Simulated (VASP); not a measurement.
A run of VASP 6.6.1 is set up as follows.

INCAR

```
SYSTEM = WSe2
PREC = Accurate ; ENCUT = 520
EDIFF = 1E-6 ; ISMEAR = 0
SIGMA = 0.02 ; LREAL = .False.
LASPH = .True. ; NELM = 100
ALGO = Normal ; ISIF = 2
LWAVE = .False. ; LCHARG = .False.
GGA = PE ; IVDW = 12
NBANDS = 35
```

KPOINTS

```
Automatic mesh
0
Gamma
  12 12 2
  0 0 0
```

File POSCAR:

```
WSe2
1.0
    3.3775489838      0.0000000000      0.0000000000
   -1.6887744919      2.9250432225      0.0000000000
    0.0000000000      0.0000000000     12.6468028015
W Se
2 4
Direct
    0.6666666667      0.3333333333      0.2500000000
    0.3333333333      0.6666666667      0.7500000000
    0.3333333333      0.6666666667      0.3803493355
    0.6666666667      0.3333333333      0.8803493355
    0.3333333333      0.6666666667      0.1196506645
    0.6666666667      0.3333333333      0.6196506645
```

Potentials or basis: VASP PAW PBE potentials, release 64 (W_sv, Se).

Launch:

```console
$ cat potpaw_PBE.64/W_sv/POTCAR potpaw_PBE.64/Se/POTCAR > POTCAR
$ mpirun -np 1 vasp_std > vasp.out
```

(1) Estimate the band gap on the k mesh.

(2) What does it give for the largest force?

Answers

(1) 0.80 eV (least direct gap 1.23 eV).

(2) 0.043 eV/Å.

Caveat: the cell stands under tension; spin-orbit coupling is left out, which moves the levels of the heavy elements.
